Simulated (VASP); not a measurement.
Input of a VASP 6.6.1 run:

File INCAR:

```
SYSTEM = C
ALGO = Normal
EDIFF = 1E-6
ENCUT = 520
GGA = PE
ISIF = 2
ISMEAR = 0
IVDW = 12
LASPH = .TRUE.
LCHARG = .FALSE.
LREAL = .FALSE.
LWAVE = .FALSE.
NBANDS = 16
NELM = 80
PREC = Accurate
SIGMA = 0.15
```

The input KPOINTS:

```
k-points
0
G
  22 22 8
  0 0 0
```

File POSCAR:

```
C
1.0
    1.2327689981     -2.1341461166      0.0000000000
    1.2327689981      2.1341461166      0.0000000000
    0.0000000000      0.0000000000      6.7989836842
C
4
Direct
    0.1207817725      0.9354295212      0.7500000000
    0.5833101797      0.4166898203      0.2500000000
    0.9166898203      0.0833101797      0.2500000000
    0.4166898203      0.5833101797      0.7500000000
```

Potentials or basis: VASP PAW PBE potentials, release 64 (C).

Command:

```bash
$ cat potpaw_PBE.64/C/POTCAR > POTCAR
$ mpirun -np 1 vasp_std > vasp.out
```

(1) Predict the largest force.

(2) Predict the dispersion energy per atom.

(3) Estimate the pressure.

Answers

(1) 3.886 eV/Å.

(2) -0.154 eV.

(3) 1.7 GPa.

Caveat: the cell differs from its parent crystal (atom 1 (C) moved -0.080 Å towards its neighbour atom 4 (C) at 1.423 Å); forces of over 1 eV/Å act on the atoms, so gaps and moduli don't describe the material at rest.
